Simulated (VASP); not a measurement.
# CuI (F-43m) in VASP: notebook, part 2 of 2

VASP 6.6.1.

## 4. Single point, PBE-based screened hybrid with 10 % exact exchange

Contents of POSCAR:

```
CuI
1.0
    0.0000000000      3.0315000000      3.0315000000
    3.0315000000      0.0000000000      3.0315000000
    3.0315000000      3.0315000000      0.0000000000
I Cu
1 1
Direct
    0.0000000000      0.0000000000      0.0000000000
    0.7500000000      0.7500000000      0.7500000000
```

Contents of INCAR.step1:

```
PREC = Accurate
ENCUT = 520
EDIFF = 1E-5
ISMEAR = -1
SIGMA = 0.05
LREAL = F
LASPH = T
NELM = 100
ALGO = Normal
ISIF = 2
LWAVE = T
LCHARG = F
NBANDS = 16
GGA = PE
```

Contents of INCAR.step2:

```
PREC = Accurate
ENCUT = 520
EDIFF = 1E-7
ISMEAR = -1
SIGMA = 0.05
LREAL = F
LASPH = T
NELM = 100
ALGO = Normal
ISIF = 2
LWAVE = F
LCHARG = F
GGA = PE
LHFCALC = T
AEXX = 0.1
HFSCREEN = 0.2078699
PRECFOCK = Normal
NBANDS = 16
ISTART = 1
```

Contents of KPOINTS:

```
regular mesh
0
Gamma
  4 4 4
```

Potentials or basis: VASP PAW PBE potentials, release 64 (I, Cu).

Run with:

```bash
$ cat potpaw_PBE.64/I/POTCAR potpaw_PBE.64/Cu/POTCAR > POTCAR
$ cp INCAR.step1 INCAR
$ mpirun -np 1 vasp_std > vasp.out
$ cp INCAR.step2 INCAR
$ mpirun -np 1 vasp_std > vasp.out
```

OUTCAR:

```text
PREC = Accurate
   ENCUT = 520
   EDIFF = 1E-7
   ISMEAR = -1
   LREAL = F
   LASPH = T
   NELM = 100
   ISIF = 2
   GGA = PE
   LHFCALC = T
   AEXX = 0.1
   HFSCREEN = 0.2078699
   PRECFOCK = Normal
   ISTART = 1

 ion  position               nearest neighbor table
   1  0.000  0.000  0.000-   2 2.63   2 2.63   2 2.63   2 2.63
   2  0.750  0.750  0.750-   1 2.63   1 2.63   1 2.63   1 2.63

  LATTYP: Found a face centered cubic cell.
 ALAT       =     6.0630000000

  Lattice vectors:

 A1 = (   0.0000000000,   3.0315000000,   3.0315000000)
 A2 = (   3.0315000000,   0.0000000000,   3.0315000000)
 A3 = (   3.0315000000,   3.0315000000,   0.0000000000)

Analysis of symmetry for initial positions (statically):
=====================================================================
 Subroutine PRICEL returns:
 Original cell was already a primitive cell.

 Routine SETGRP: Setting up the symmetry group for a
 face centered cubic supercell.

 Subroutine GETGRP returns: Found 24 space group operations
 (whereof 24 operations were pure point group operations)
 out of a pool of 48 trial point group operations.

The static configuration has the point symmetry T_d .

Analysis of symmetry for dynamics (positions and initial velocities):
=====================================================================
 Subroutine PRICEL returns:
 Original cell was already a primitive cell.

 Routine SETGRP: Setting up the symmetry group for a
 face centered cubic supercell.

 Subroutine GETGRP returns: Found 24 space group operations
 (whereof 24 operations were pure point group operations)
 out of a pool of 48 trial point group operations.

The dynamic configuration has the point symmetry T_d .

 Subroutine INISYM returns: Found 24 space group operations
 (whereof 24 operations are pure point group operations),
[... 102 lines left out ...]
  Thomas-Fermi vector in A             =   2.259971
   LORBIT       =      0    0 simple, 1 ext, 2 COOP (PROOUT), +10 PAW based schemes
   GGA     = PE    functional components
   LHFCALC =     T    Hartree Fock is set to
   PRECFOCK=normal    Normal, Fast or Accurate (Low or Medium for compatibility)
   ENCUT4O =  -1.0   cutoff for four orbital integrals eV
   NKREDX  =     1    reduce k-point grid by
   NKREDY  =     1    reduce k-point grid by
   NKREDZ  =     1    reduce k-point grid by
   AEXX    =    0.1000 exact exchange contribution
   HFSCREEN=    0.2079 screening length (either q_TF or 0.3 A-1)
   HFSCREENC=   0.2079 screening length for correlation (either q_TF or 0.3 A-1)
   ENCUTFOCK=  -1.0 apply spherical cutoff to Coloumb kernel
   IVDW    =     0    specifies the selected vdW correction
   LEPSILON=     F    determine dielectric tensor
   LRPA    =     F    only Hartree local field effects (RPA)
 non-spin polarized calculation
  energy-cutoff  :      520.00
  volume of cell :       55.72
 maximum number of plane-waves:      1524
  NGX = 24; NGY = 24; NGZ = 24

 number of electron      18.0000015 magnetization

 Free energy of the ion-electron system (eV)
  ---------------------------------------------------
  ext. energy  EPLUGINS =         0.00000000
  ---------------------------------------------------
  free energy    TOTEN  =        -5.85977577 eV

  energy without entropy =       -5.85977576  energy(sigma->0) =       -5.85977576

 E-fermi :   4.9447     XC(G=0):  -8.3195

 val. band max:        4.0579635895   @ k =   0.0000   0.0000   0.0000
 cond. band min:       5.7750817187   @ k =   0.0000   0.0000   0.0000
 fundamental gap:      1.7171181292
 Fermi energy:         4.9447129443

 k-point     1 :       0.0000    0.0000    0.0000
  band No.  band energies     occupation
      1     -10.2386      2.00000
      2       0.3018      2.00000
      3       0.3018      2.00000
      4       0.3018      2.00000
      5       1.9683      2.00000
      6       1.9683      2.00000
[... 129 lines left out ...]
      3      -0.4824      2.00000
      4       0.2524      2.00000
      5       1.9022      2.00000
      6       1.9615      2.00000
[... 8 lines left out ...]
     15      16.2947      0.00000
     16      16.7141      0.00000

------------------------ aborting loop because EDIFF is reached ----------------------------------------

  FORCE on cell =-STRESS in cart. coord.  units (eV):
  Direction    XX          YY          ZZ          XY          YZ          ZX
  --------------------------------------------------------------------------------------
  -------------------------------------------------------------------------------------
  Total        0.1844205      0.1844205      0.1844205      0.0000000     -0.0000000     -0.0000000
  in kB        5.3029450      5.3029450      5.3029450      0.0000000     -0.0000000     -0.0000000
  external PRESSURE =       5.3029450 kB  Pullay stress =       0.0000000 kB

 VOLUME and BASIS-vectors are now :
 -----------------------------------------------------------------------------
  energy-cutoff  :      520.00
  volume of cell :       55.72
      direct lattice vectors                 reciprocal lattice vectors
     0.000000000  3.031500000  3.031500000    -0.164934851  0.164934851  0.164934851
     3.031500000  0.000000000  3.031500000     0.164934851 -0.164934851  0.164934851
     3.031500000  3.031500000  0.000000000     0.164934851  0.164934851 -0.164934851

 POSITION                                       TOTAL-FORCE (eV/Angst)
 -----------------------------------------------------------------------------------
      0.00000      0.00000      0.00000        -0.000000     -0.000000     -0.000000
      4.54725      4.54725      4.54725         0.000000      0.000000      0.000000
 -----------------------------------------------------------------------------------
    total drift:                                0.000335      0.000270      0.000268

  FREE ENERGIE OF THE ION-ELECTRON SYSTEM (eV)
  ---------------------------------------------------
  free  energy   TOTEN  =        -5.8597757664 eV

  energy  without entropy=       -5.8597757630  energy(sigma->0) =       -5.85977576
```

OUTCAR.step1:

```text
PREC = Accurate
   ENCUT = 520
   EDIFF = 1E-5
   ISMEAR = -1
   LREAL = F
[... 354 lines left out ...]
      0.00000      0.00000      0.00000         0.000000      0.000000      0.000000
      4.54725      4.54725      4.54725        -0.000000     -0.000000     -0.000000
 -----------------------------------------------------------------------------------
    total drift:                               -0.000000     -0.000000     -0.000000

  FREE ENERGIE OF THE ION-ELECTRON SYSTEM (eV)
  ---------------------------------------------------
  free  energy   TOTEN  =        -5.5280162693 eV

  energy  without entropy=       -5.5280155242  energy(sigma->0) =       -5.52801590
```

OSZICAR.step1:

```text
N       E                     dE             d eps       ncg     rms          rms(c)
DAV:   1     0.871734837997E+02    0.87173E+02   -0.74670E+03   256   0.117E+03
DAV:   2    -0.769478487767E+00   -0.87943E+02   -0.81602E+02   272   0.218E+02
DAV:   3    -0.560949134024E+01   -0.48400E+01   -0.47788E+01   328   0.553E+01
DAV:   4    -0.573537928865E+01   -0.12589E+00   -0.12584E+00   288   0.855E+00
DAV:   5    -0.574271511108E+01   -0.73358E-02   -0.73356E-02   392   0.230E+00    0.499E+00
DAV:   6    -0.566620506862E+01    0.76510E-01   -0.26222E+00   256   0.431E+01    0.332E+00
DAV:   7    -0.552833047823E+01    0.13787E+00   -0.62736E-01   264   0.255E+01    0.164E+00
DAV:   8    -0.552998801109E+01   -0.16575E-02   -0.36689E-02   400   0.262E+00    0.414E-01
DAV:   9    -0.552780335786E+01    0.21847E-02   -0.88633E-03   320   0.273E+00    0.133E-01
DAV:  10    -0.552801509689E+01   -0.21174E-03   -0.63019E-04   320   0.170E-01    0.389E-02
DAV:  11    -0.552801592651E+01   -0.82962E-06   -0.13692E-04   312   0.324E-01    0.286E-02
DAV:  12    -0.552801626932E+01   -0.34281E-06   -0.81489E-06   208   0.331E-02
   1 F= -.55280163E+01 E0= -.55280159E+01  d E =-.745133E-06
```

It took 4.1 min on 1 thread of Oxide Virtual Turin-like, shared host; peak memory 0.26 GiB.

What came out:

```
Free energy            : -5.8598 eV
Pressure               : 0.5 GPa
Band gap on the k mesh : 1.72 eV
```

Levels at points of the mesh, in eV from the valence-band top:
| k point | band 5 | band 6 | band 7 | band 8 | band 9 | band 10 | band 11 | band 12 | band 13 | band 14 |
| --- | --- | --- | --- | --- | --- | --- | --- | --- | --- | --- |
| (0.00, 0.00, 0.00) | -2.09 | -2.09 | 0.00 | 0.00 | 0.00 | 1.72 | 5.44 | 5.44 | 5.44 | 8.85 |
| (0.50, 0.00, 0.00) | -2.06 | -2.06 | -2.02 | -0.76 | -0.76 | 2.73 | 5.96 | 5.96 | 7.97 | 9.78 |
| (0.50, 0.50, 0.00) | -2.10 | -2.01 | -1.98 | -1.68 | -1.68 | 3.18 | 3.44 | 9.86 | 10.48 | 10.48 |

Caveat: the k points lie up to 0.45 Å⁻¹ apart; the PAW data sets were made with another functional, which shifts forces and pressure a little; spin-orbit coupling is left out, which moves the levels of the heavy elements.

## 5. Single point, PBE-based screened hybrid with 15 % exact exchange

POSCAR is that of step 4.

Contents of INCAR.step1:

```
ALGO = Normal ; EDIFF = 1E-5
ENCUT = 520 ; GGA = PE
ISIF = 2 ; ISMEAR = -1
LASPH = True ; LREAL = False
LWAVE = True ; NBANDS = 16
NELM = 80 ; PREC = Accurate
SIGMA = 0.05
```

Contents of INCAR.step2:

```
AEXX = 0.15 ; ALGO = Normal
EDIFF = 1E-6 ; ENCUT = 520
GGA = PE ; HFSCREEN = 0.2078699
ISIF = 2 ; ISMEAR = -1
ISTART = 1 ; LASPH = True
LCHARG = True ; LELF = True
LHFCALC = True ; LREAL = False
LVHAR = True ; LWAVE = False
NBANDS = 16 ; NELM = 80
PREC = Accurate ; PRECFOCK = Normal
SIGMA = 0.05
```

Contents of KPOINTS:

```
k-points
0
Gamma
  4 4 4
```

Potentials or basis: VASP PAW PBE potentials, release 64 (I, Cu).

Run with:

```bash
$ cat potpaw_PBE.64/I/POTCAR potpaw_PBE.64/Cu/POTCAR > POTCAR
$ cp INCAR.step1 INCAR
$ mpirun -np 1 vasp_std > vasp.out
$ cp INCAR.step2 INCAR
$ mpirun -np 1 vasp_std > vasp.out
```

OUTCAR:

```text
AEXX = 0.15
   EDIFF = 1E-6
   ENCUT = 520
   GGA = PE
   HFSCREEN = 0.2078699
   ISIF = 2
   ISMEAR = -1
   ISTART = 1
   LASPH = True
   LHFCALC = True
   LREAL = False
   NELM = 80
   PREC = Accurate
   PRECFOCK = Normal

 ion  position               nearest neighbor table
   1  0.000  0.000  0.000-   2 2.63   2 2.63   2 2.63   2 2.63
   2  0.750  0.750  0.750-   1 2.63   1 2.63   1 2.63   1 2.63

  LATTYP: Found a face centered cubic cell.
 ALAT       =     6.0630000000

  Lattice vectors:

 A1 = (   0.0000000000,   3.0315000000,   3.0315000000)
 A2 = (   3.0315000000,   0.0000000000,   3.0315000000)
 A3 = (   3.0315000000,   3.0315000000,   0.0000000000)

Analysis of symmetry for initial positions (statically):
=====================================================================
 Subroutine PRICEL returns:
 Original cell was already a primitive cell.

 Routine SETGRP: Setting up the symmetry group for a
 face centered cubic supercell.

 Subroutine GETGRP returns: Found 24 space group operations
 (whereof 24 operations were pure point group operations)
 out of a pool of 48 trial point group operations.

The static configuration has the point symmetry T_d .

Analysis of symmetry for dynamics (positions and initial velocities):
=====================================================================
 Subroutine PRICEL returns:
 Original cell was already a primitive cell.

 Routine SETGRP: Setting up the symmetry group for a
 face centered cubic supercell.

 Subroutine GETGRP returns: Found 24 space group operations
 (whereof 24 operations were pure point group operations)
 out of a pool of 48 trial point group operations.

The dynamic configuration has the point symmetry T_d .

 Subroutine INISYM returns: Found 24 space group operations
[... 101 lines left out ...]
  volume/ion in A,a.u.               =      27.86       188.00
  Fermi-wavevector in a.u.,A,eV,Ry     =   1.123306  2.122741 17.168055  1.261816
  Thomas-Fermi vector in A             =   2.259971
   LORBIT       =      0    0 simple, 1 ext, 2 COOP (PROOUT), +10 PAW based schemes
   GGA     = PE    functional components
   LHFCALC =     T    Hartree Fock is set to
   PRECFOCK=normal    Normal, Fast or Accurate (Low or Medium for compatibility)
   ENCUT4O =  -1.0   cutoff for four orbital integrals eV
   NKREDX  =     1    reduce k-point grid by
   NKREDY  =     1    reduce k-point grid by
   NKREDZ  =     1    reduce k-point grid by
   AEXX    =    0.1500 exact exchange contribution
   HFSCREEN=    0.2079 screening length (either q_TF or 0.3 A-1)
   HFSCREENC=   0.2079 screening length for correlation (either q_TF or 0.3 A-1)
   ENCUTFOCK=  -1.0 apply spherical cutoff to Coloumb kernel
   IVDW    =     0    specifies the selected vdW correction
   LEPSILON=     F    determine dielectric tensor
   LRPA    =     F    only Hartree local field effects (RPA)
 non-spin polarized calculation
  energy-cutoff  :      520.00
  volume of cell :       55.72
 maximum number of plane-waves:      1524
  NGX = 24; NGY = 24; NGZ = 24

 number of electron      18.0000015 magnetization

 Free energy of the ion-electron system (eV)
  ---------------------------------------------------
  ext. energy  EPLUGINS =         0.00000000
  ---------------------------------------------------
  free energy    TOTEN  =        -6.04164408 eV

  energy without entropy =       -6.04164408  energy(sigma->0) =       -6.04164408

 E-fermi :   4.8833     XC(G=0):  -8.0162

 val. band max:        3.8643941927   @ k =   0.0000   0.0000   0.0000
 cond. band min:       5.8724860596   @ k =   0.0000   0.0000   0.0000
 fundamental gap:      2.0080918669
 Fermi energy:         4.8833482001

 k-point     1 :       0.0000    0.0000    0.0000
  band No.  band energies     occupation
      1     -10.5776      2.00000
      2       0.0398      2.00000
      3       0.0398      2.00000
      4       0.0398      2.00000
      5       1.6502      2.00000
      6       1.6502      2.00000
[... 129 lines left out ...]
      3      -0.6903      2.00000
      4       0.0674      2.00000
      5       1.5819      2.00000
      6       1.6708      2.00000
[... 8 lines left out ...]
     15      16.4493      0.00000
     16      16.8475      0.00000

------------------------ aborting loop because EDIFF is reached ----------------------------------------

  FORCE on cell =-STRESS in cart. coord.  units (eV):
  Direction    XX          YY          ZZ          XY          YZ          ZX
  --------------------------------------------------------------------------------------
  -------------------------------------------------------------------------------------
  Total        0.1733554      0.1733554      0.1733554     -0.0000000      0.0000000     -0.0000000
  in kB        4.9847713      4.9847713      4.9847713     -0.0000000      0.0000000     -0.0000000
  external PRESSURE =       4.9847713 kB  Pullay stress =       0.0000000 kB

 VOLUME and BASIS-vectors are now :
 -----------------------------------------------------------------------------
  energy-cutoff  :      520.00
  volume of cell :       55.72
      direct lattice vectors                 reciprocal lattice vectors
     0.000000000  3.031500000  3.031500000    -0.164934851  0.164934851  0.164934851
     3.031500000  0.000000000  3.031500000     0.164934851 -0.164934851  0.164934851
     3.031500000  3.031500000  0.000000000     0.164934851  0.164934851 -0.164934851

 POSITION                                       TOTAL-FORCE (eV/Angst)
 -----------------------------------------------------------------------------------
      0.00000      0.00000      0.00000        -0.000000     -0.000000      0.000000
      4.54725      4.54725      4.54725         0.000000      0.000000     -0.000000
 -----------------------------------------------------------------------------------
    total drift:                                0.000523      0.000443      0.000374

  FREE ENERGIE OF THE ION-ELECTRON SYSTEM (eV)
  ---------------------------------------------------
  free  energy   TOTEN  =        -6.0416440837 eV

  energy  without entropy=       -6.0416440835  energy(sigma->0) =       -6.04164408
```

Run time: 4.3 min. Hardware: 1 thread of Oxide Virtual Turin-like, shared host; peak memory 0.26 GiB.

Results:

```yaml
Free_energy: -6.0416 eV
Pressure: 0.5 GPa
Band_gap_on_the_k_mesh: 2.01 eV
```

Caveat: the k points lie up to 0.45 Å⁻¹ apart; the PAW data sets were made with another functional, which shifts forces and pressure a little; spin-orbit coupling is left out, which moves the levels of the heavy elements.

## 6. Single point, PBE-based screened hybrid with 25 % exact exchange

POSCAR is that of step 5.

Contents of INCAR.step1:

```
SYSTEM = CuI
ALGO = Normal
EDIFF = 1E-5
ENCUT = 520
GGA = PE
ISIF = 2
ISMEAR = -1
LASPH = .True.
LCHARG = .False.
LREAL = .False.
LWAVE = .True.
NBANDS = 16
NELM = 100
PREC = Accurate
SIGMA = 0.05
```

Contents of INCAR.step2:

```
SYSTEM = CuI
AEXX = 0.25
ALGO = Normal
EDIFF = 1E-6
ENCUT = 520
GGA = PE
HFSCREEN = 0.2078699
ISIF = 2
ISMEAR = -1
ISTART = 1
LASPH = .True.
LCHARG = .False.
LHFCALC = .True.
LREAL = .False.
LWAVE = .False.
NBANDS = 16
NELM = 100
PREC = Accurate
PRECFOCK = Normal
SIGMA = 0.05
```

Contents of KPOINTS:

```
k-points
0
Gamma
  4 4 4
  0 0 0
```

Potentials or basis: VASP PAW PBE potentials, release 64 (I, Cu).

Run with:

```bash
$ cat potpaw_PBE.64/I/POTCAR potpaw_PBE.64/Cu/POTCAR > POTCAR
$ cp INCAR.step1 INCAR
$ mpirun -np 1 vasp_std > vasp.out
$ cp INCAR.step2 INCAR
$ mpirun -np 1 vasp_std > vasp.out
```

It took 4.3 min on 1 thread of Oxide Virtual Turin-like, shared host; peak memory 0.26 GiB.

The run converged. Its results:

* Free energy: -6.4358 eV
* Pressure: 0.6 GPa
* Band gap on the k mesh: 2.59 eV

Levels at points of the mesh, in eV from the valence-band top:
| k point | band 7 | band 8 | band 9 | band 10 | band 11 | band 12 |
| --- | --- | --- | --- | --- | --- | --- |
| (0.00, 0.00, 0.00) | 0.00 | 0.00 | 0.00 | 2.59 | 6.30 | 6.30 |
| (0.50, 0.00, 0.00) | -2.40 | -0.83 | -0.83 | 3.60 | 6.81 | 6.81 |
| (0.50, 0.50, 0.00) | -2.28 | -1.94 | -1.94 | 3.89 | 4.27 | 10.87 |

Caveat: the k points lie up to 0.45 Å⁻¹ apart; the PAW data sets were made with another functional, which shifts forces and pressure a little; spin-orbit coupling is left out, which moves the levels of the heavy elements.

## 7. The runs side by side

```csv
level,spin,k mesh,grid for exact exchange (PRECFOCK),share of exact exchange,screening parameter,gap on the mesh (eV),pressure (GPa)
PBE,off,4 × 4 × 4,-,-,-,1.14,0.5
PBEsol,"non-collinear, zero start, SOC",8 × 8 × 8,-,-,-,-,-2.4
PBE-based screened hybrid with 10 % exact exchange,off,4 × 4 × 4,Normal,0.1,0.20787 1/Å,1.72,0.5
PBE-based screened hybrid with 15 % exact exchange,off,4 × 4 × 4,Normal,0.15,0.20787 1/Å,2.01,0.5
PBE-based screened hybrid with 25 % exact exchange,off,4 × 4 × 4,Normal,0.25,0.20787 1/Å,2.59,0.6
```

Alike in all rows: task single point; potentials or basis VASP PAW PBE potentials, release 64 (I, Cu); cell as given; cutoff (eV) 520; smearing fermi-dirac 0.05 eV.

Caveats: some runs use coarse meshes; spin-orbit coupling is left out, which moves the levels of the heavy elements (at least some runs); the PAW data sets were made with another functional, which shifts forces and pressure a little (at least some runs).

Total energies depend on the potentials used, so only differences within one code and one set of settings carry meaning.
